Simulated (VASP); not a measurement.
# F (C2/c) in VASP: notebook

Runs on F. Level: PBE+D3(BJ). Tasks: single point.

Program: VASP 6.6.1. These are calculated values, not measurements. Logs are shortened: lines on timing, memory, paths and dates and some standing lists are left out, and cuts for length are marked.

## 1. The cell of the first run

It takes space group C2/c (No. 15, monoclinic). The conventional cell has a = 5.462 Å, b = 3.594 Å, c = 6.820 Å, α = 90.00°, β = 91.00°, γ = 90.00°. Within 1.9 Å of F (site symmetry 1) lie 1 F at 1.42 Å.

## 2. Single point, PBE+D3(BJ) (16.73 Å³/atom)

INCAR

```
PREC = Accurate ; ENCUT = 520
EDIFF = 1E-6 ; ISMEAR = 0
SIGMA = 0.05 ; LREAL = False
LASPH = True ; NELM = 60
ALGO = Normal ; ISIF = 2
LWAVE = False ; LCHARG = True
GGA = PE ; IVDW = 12
LELF = True ; LVHAR = True
NBANDS = 22
```

KPOINTS

```
Automatic mesh
0
Gamma
  8 8 4
```

POSCAR

```
F
1.0
    2.7161097524     -1.7969661292      0.2866390320
    2.7161097524      1.7969661292      0.2866390320
   -0.8338475437      0.0000000000      6.7691343241
F
4
Direct
    0.9138648456      0.5855481450      0.0939279973
    0.4144518550      0.0861351544      0.4060720027
    0.0861351544      0.4144518550      0.9060720027
    0.5855481450      0.9138648456      0.5939279973
```

Potentials or basis: VASP PAW PBE potentials, release 64 (F).

Command:

```console
> cat potpaw_PBE.64/F/POTCAR > POTCAR
> mpirun -np 1 vasp_std > vasp.out
```

OUTCAR:

```text
PREC = Accurate
   ENCUT = 520
   EDIFF = 1E-6
   ISMEAR = 0
   LREAL = False
   LASPH = True
   NELM = 60
   ISIF = 2
   GGA = PE
   IVDW = 12
 IVDW          = 12

 ion  position               nearest neighbor table
   1  0.914  0.586  0.094-   3 1.42
   2  0.414  0.086  0.406-   4 1.42
   3  0.086  0.414  0.906-   1 1.42
   4  0.586  0.914  0.594-   2 1.42

  LATTYP: Found a base centered monoclinic cell.
 ALAT       =     5.4623856040
 B/A-ratio  =     0.6579418809
 C/A-ratio  =     1.2485935080
 COS(beta)  =    -0.0174216845

  Lattice vectors:

 A1 = (   2.7161097524,  -1.7969661292,   0.2866390320)
 A2 = (   2.7161097524,   1.7969661292,   0.2866390320)
 A3 = (  -0.8338475437,   0.0000000000,   6.7691343241)

Analysis of symmetry for initial positions (statically):
=====================================================================
 Subroutine PRICEL returns:
 Original cell was already a primitive cell.

 Routine SETGRP: Setting up the symmetry group for a
 base centered monoclinic supercell.

 Subroutine GETGRP returns: Found  4 space group operations
 (whereof  2 operations were pure point group operations)
 out of a pool of  4 trial point group operations.

The static configuration has the point symmetry S_2 .
 The point group associated with its full space group is C_2h.

Analysis of symmetry for dynamics (positions and initial velocities):
=====================================================================
 Subroutine PRICEL returns:
 Original cell was already a primitive cell.

 Routine SETGRP: Setting up the symmetry group for a
 base centered monoclinic supercell.

 Subroutine GETGRP returns: Found  4 space group operations
 (whereof  2 operations were pure point group operations)
 out of a pool of  4 trial point group operations.

The dynamic configuration has the point symmetry S_2 .
 The point group associated with its full space group is C_2h.

 Subroutine INISYM returns: Found  4 space group operations
 (whereof  2 operations are pure point group operations),
 and found     1 'primitive' translations

----------------------------------------------------------------------------------------

                                     Primitive cell

  volume of cell :      66.9360

  direct lattice vectors                    reciprocal lattice vectors
     2.716109752 -1.796966129  0.286639032     0.181724410 -0.278246758  0.022385499
     2.716109752  1.796966129  0.286639032     0.181724410  0.278246758  0.022385499
    -0.833847544  0.000000000  6.769134324    -0.015390242  0.000000000  0.145833549

  length of vectors
     3.269327361  3.269327361  6.820299203     0.333085770  0.333085770  0.146643389

  position of ions in fractional coordinates (direct lattice)
     0.913864846  0.585548145  0.093927997
     0.414451855  0.086135154  0.406072003
     0.086135154  0.414451855  0.906072003
     0.585548145  0.913864846  0.593927997

  ion indices of the primitive-cell ions
   primitive index   ion index
                 1           1
                 2           2
                 3           3
                 4           4

----------------------------------------------------------------------------------------

 KPOINTS: Automatic mesh

Automatic generation of k-mesh.
 Grid dimensions read from file:
 generate k-points for:    8    8    4

 Generating k-lattice:

  Cartesian coordinates                     Fractional coordinates (reciprocal lattice)
     0.022715551 -0.034780845  0.002798187     0.125000000 -0.000000000  0.000000000
     0.022715551  0.034780845  0.002798187    -0.000000000  0.125000000  0.000000000
    -0.003847561  0.000000000  0.036458387     0.000000000  0.000000000  0.250000000

  Length of vectors
     0.041635721  0.041635721  0.036660847

  Shift w.r.t. Gamma in fractional coordinates (k-lattice)
     0.000000000  0.000000000  0.000000000

 Subroutine IBZKPT returns following result:
 ===========================================

 Found     78 irreducible k-points:

 Following reciprocal coordinates:
            Coordinates               Weight
  0.000000  0.000000  0.000000      1.000000
  0.125000  0.000000 -0.000000      4.000000
  0.250000  0.000000 -0.000000      4.000000
  0.375000  0.000000 -0.000000      4.000000
  0.500000  0.000000 -0.000000      2.000000
  0.125000  0.125000 -0.000000      2.000000
[... 16 lines left out ...]
  0.125000  0.000000  0.250000      4.000000
  0.250000  0.000000  0.250000      4.000000
 [... further k-points ...]
   k-points           NKPTS =     78   k-points in BZ     NKDIM =     78   number of bands    NBANDS=     22
   number of dos      NEDOS =    301   number of ions     NIONS =      4
   total plane-waves  NPLWV =  31104
   dimension x,y,z NGX =    24 NGY =   24 NGZ =   54
   dimension x,y,z NGXF=    48 NGYF=   48 NGZF=  108
   ions per type =               4
   NGX,Y,Z   is equivalent  to a cutoff of  12.20, 12.20, 13.16 a.u.
   NGXF,Y,Z  is equivalent  to a cutoff of  24.41, 24.41, 26.33 a.u.
 SYSTEM =  unknown system
   PREC   = accura    normal or accurate (medium, high low for compatibility)
   ISTART =      0    job   : 0-new  1-cont  2-samecut
   ICHARG =      2    charge: 1-file 2-atom 10-const
   ISPIN  =      1    spin polarized calculation?
   LNONCOLLINEAR =      F non collinear calculations
   LSORBIT =      F    spin-orbit coupling
   LASPH  =      T    aspherical Exc in radial PAW
   ENCUT  =  520.0 eV  38.22 Ry    6.18 a.u.   6.08  6.08 12.68*2*pi/ulx,y,z
   NELM   =     60;   NELMIN=  2; NELMDL= -5     # of ELM steps
   EDIFF  = 0.1E-05   stopping-criterion for ELM
   LREAL  =      F    real-space projection
   EDIFFG = 0.1E-04   stopping-criterion for IOM
   NSW    =      0    number of steps for IOM
   IBRION =     -1    ionic relax: 0-MD 1-quasi-New 2-CG
   NFREE  =      0    steps in history (QN), initial steepest desc. (CG)
   ISIF   =      2    stress and relaxation
   ISYM   =      2    0-nonsym 1-usesym 2-fastsym
   POTIM  = 0.5000    time-step for ionic-motion
   TEBEG  =    0.0;   TEEND  =   0.0 temperature during run
   PSTRESS=    0.0 pullay stress
   NELECT =      28.0000    total number of electrons
   NUPDOWN=      -1.0000    fix difference up-down
   EMIN   =  10.00;   EMAX   =-10.00  energy-range for DOS
   EFERMI =   0.00;   METHOD = LEGACY
   ISMEAR =     0;   SIGMA  =   0.05  broadening in eV -4-tet -1-fermi 0-gaus
   EFERMI_NEDOS =   21; number of points for ismear=-14 and -15
   IALGO  =     38    algorithm
   IMIX   =      4    mixing-type and parameters
     AMIX     =   0.40;   BMIX     =  1.00
     AMIX_MAG =   1.60;   BMIX_MAG =  1.00
  volume/ion in A,a.u.               =      16.73       112.93
  Fermi-wavevector in a.u.,A,eV,Ry     =   1.224356  2.313697 20.395769  1.499047
  Thomas-Fermi vector in A             =   2.359433
   LORBIT       =      0    0 simple, 1 ext, 2 COOP (PROOUT), +10 PAW based schemes
   GGA     = PE    functional components
   LHFCALC =     F    Hartree Fock is set to
   AEXX    =    0.0000 exact exchange contribution
   IVDW    =    12    specifies the selected vdW correction
   LEPSILON=     F    determine dielectric tensor
   LRPA    =     F    only Hartree local field effects (RPA)
 non-spin polarized calculation
 Gauss-broadening in eV      SIGMA  =   0.05
  energy-cutoff  :      520.00
  volume of cell :       66.94
 maximum number of plane-waves:      1836
   NGX = 13   NGY = 13   NGZ = 25

 number of electron      28.0000011 magnetization

 Free energy of the ion-electron system (eV)
  ---------------------------------------------------
  ext. energy  EPLUGINS =         0.00000000
  ---------------------------------------------------
  free energy    TOTEN  =        -7.31138599 eV

  energy without entropy =       -7.31138599  energy(sigma->0) =       -7.31138599

 E-fermi :  -5.1832     XC(G=0):  -7.4353

 val. band max:       -5.4619897096   @ k =   0.0000   0.0000   0.0000
 cond. band min:      -2.5745403721   @ k =   0.0000   0.0000   0.0000
 fundamental gap:      2.8874493375
 Fermi energy:        -5.1832131259

 k-point     1 :       0.0000    0.0000    0.0000
  band No.  band energies     occupation
      1     -30.1758      2.00000
      2     -30.0750      2.00000
      3     -24.0762      2.00000
      4     -23.7946      2.00000
      5     -11.8432      2.00000
      6     -11.2180      2.00000
[... 14 lines left out ...]
     21      14.6350      0.00000
     22      14.9398      0.00000

 k-point     2 :       0.1250    0.0000   -0.0000
  band No.  band energies     occupation
      1     -30.1625      2.00000
      2     -30.0693      2.00000
      3     -24.0635      2.00000
      4     -23.8034      2.00000
      5     -11.8246      2.00000
      6     -11.2410      2.00000
[... 14 lines left out ...]
     21      13.6021      0.00000
     22      14.7903      0.00000

 k-point     3 :       0.2500    0.0000   -0.0000
  band No.  band energies     occupation
      1     -30.1286      2.00000
      2     -30.0570      2.00000
      3     -24.0282      2.00000
      4     -23.8296      2.00000
      5     -11.7680      2.00000
      6     -11.3092      2.00000
[... 14 lines left out ...]
     21      13.0873      0.00000
     22      13.5250      0.00000
[... 476 lines left out ...]
 k-point    23 :       0.1250    0.0000    0.2500
  band No.  band energies     occupation
      1     -30.1491      2.00000
      2     -30.0834      2.00000
      3     -24.0253      2.00000
      4     -23.8422      2.00000
      5     -11.7440      2.00000
      6     -11.3330      2.00000
[... 14 lines left out ...]
     21      13.6173      0.00000
     22      14.7584      0.00000

 k-point    24 :       0.2500    0.0000    0.2500
  band No.  band energies     occupation
      1     -30.1182      2.00000
      2     -30.0680      2.00000
      3     -23.9988      2.00000
      4     -23.8596      2.00000
      5     -11.7000      2.00000
      6     -11.3760      2.00000
[... 14 lines left out ...]
     21      12.1733      0.00000
     22      12.9861      0.00000

 [... further k-points ...]

------------------------ aborting loop because EDIFF is reached ----------------------------------------

 Edisp (eV)   -0.11122

 E8    (eV) :    -0.0242

  FORCE on cell =-STRESS in cart. coord.  units (eV):
  Direction    XX          YY          ZZ          XY          YZ          ZX
  --------------------------------------------------------------------------------------
  -------------------------------------------------------------------------------------
  Total      -0.12508    -0.07238     0.25094     0.00000     0.00000    -0.04301
  in kB      -2.99394    -1.73253     6.00647     0.00000     0.00000    -1.02938
  external pressure =        0.43 kB  Pullay stress =        0.00 kB

 VOLUME and BASIS-vectors are now :
 -----------------------------------------------------------------------------
  energy-cutoff  :      520.00
  volume of cell :       66.94
      direct lattice vectors                 reciprocal lattice vectors
     2.716109752 -1.796966129  0.286639032     0.181724410 -0.278246758  0.022385499
     2.716109752  1.796966129  0.286639032     0.181724410  0.278246758  0.022385499
    -0.833847544  0.000000000  6.769134324    -0.015390242  0.000000000  0.145833549

 POSITION                                       TOTAL-FORCE (eV/Angst)
 -----------------------------------------------------------------------------------
      3.99425     -0.58997      1.06560        -0.020778      0.085333      0.185125
      1.02105     -0.58997      2.89224         0.020778      0.085333     -0.185125
      0.60412      0.58997      6.27681         0.020778     -0.085333     -0.185125
      3.57732      0.58997      4.45017        -0.020778     -0.085333      0.185125
 -----------------------------------------------------------------------------------
    total drift:                                0.000000     -0.000000      0.000000

  FREE ENERGIE OF THE ION-ELECTRON SYSTEM (eV)
  ---------------------------------------------------
  free  energy   TOTEN  =        -7.4226026622 eV

  energy  without entropy=       -7.4226026622  energy(sigma->0) =       -7.42260266
```

It took 32 s on 1 thread of Intel Xeon 6975P-C (Granite Rapids), shared host; peak memory 0.22 GiB.

Results:

```
Free energy                : -7.4226 eV
Pressure                   : 0.0 GPa
Largest force              : 0.205 eV/Å
Band gap on the k mesh     : 2.89 eV
Dispersion energy per atom : -0.028 eV
```

Forces in eV/Å, atoms in the order of the input:
```
F   -0.021  0.085  0.185
F    0.021  0.085 -0.185
F    0.021 -0.085 -0.185
F   -0.021 -0.085  0.185
```

Stress tensor (GPa, compression positive):
```
-0.30  0.00 -0.10
 0.00 -0.17  0.00
-0.10  0.00  0.60
```

A k mesh can miss the band edges.

## 3. Single point, PBE+D3(BJ) (16.22 Å³/atom)

This run uses another cell than the first one, of 16.22 Å³/atom.

INCAR

```
SYSTEM = F
  ALGO = Normal
  EDIFF = 1E-6
  ENCUT = 1350
  GGA = PE
  GGA_COMPAT = .FALSE.
  ISIF = 2
  ISMEAR = 0
  IVDW = 12
  LASPH = .TRUE.
  LCHARG = .FALSE.
  LREAL = .FALSE.
  LWAVE = .FALSE.
  NBANDS = 22
  NELM = 120
  PREC = Accurate
  SIGMA = 0.05
```

KPOINTS

```
k-points
0
G
  8 8 4
  0 0 0
```

POSCAR

```
F
1.0
    2.6170051591     -1.8021180840      0.2761802334
    2.6170051591      1.8021180840      0.2761802334
   -0.8315878613      0.0000000000      6.7890323966
F
4
Direct
    0.9138648456      0.5855481450      0.0939279973
    0.4144518550      0.0861351544      0.4060720027
    0.0861351544      0.4144518550      0.9060720027
    0.5855481450      0.9138648456      0.5939279973
```

Potentials or basis: VASP PAW PBE potentials, release 64 (F_h).

Command:

```console
> cat potpaw_PBE.64/F_h/POTCAR > POTCAR
> mpirun -np 1 vasp_std > vasp.out
```

Run time: 4.4 min. Hardware: 1 thread of Intel Xeon Platinum 8375C at 2.90GHz (Ice Lake), shared host; peak memory 0.57 GiB.

The run converged. Its results:

```yaml
Free_energy: -7.5644 eV
Pressure: -1.0 GPa
Largest_force: 0.296 eV/Å
Band_gap_on_the_k_mesh: 2.89 eV
Dispersion_energy_per_atom: -0.029 eV
```

Forces on the atoms (eV/Å):
```
F    0.036 -0.134 -0.261
F   -0.036 -0.134  0.261
F   -0.036  0.134  0.261
F    0.036  0.134 -0.261
```

Stress tensor (GPa, compression positive):
```
-0.15  0.00  0.28
 0.00 -0.78  0.00
 0.28  0.00 -2.18
```

Levels at points of the mesh, in eV from the valence-band top:
| k point | band 11 | band 12 | band 13 | band 14 | band 15 | band 16 | band 17 | band 18 |
| --- | --- | --- | --- | --- | --- | --- | --- | --- |
| (0.00, 0.00, 0.00) | -0.31 | -0.07 | 0.00 | 0.00 | 2.89 | 3.67 | 9.24 | 11.82 |
| (0.50, 0.00, 0.00) | -0.33 | -0.31 | -0.06 | -0.04 | 3.37 | 3.37 | 13.51 | 13.52 |
| (0.50, 0.50, 0.00) | -0.57 | -0.43 | -0.11 | -0.08 | 3.16 | 3.58 | 14.11 | 14.48 |
| (0.00, 0.00, 0.50) | -0.21 | -0.21 | 0.00 | 0.00 | 3.26 | 3.26 | 10.14 | 10.14 |
| (0.50, 0.00, 0.50) | -0.29 | -0.28 | -0.03 | -0.02 | 3.34 | 3.35 | 14.03 | 14.05 |
| (0.50, 0.50, 0.50) | -0.32 | -0.32 | -0.27 | -0.27 | 3.36 | 3.36 | 14.58 | 14.58 |

A k mesh can miss the band edges.

(Part 1 of 2 ends here.)
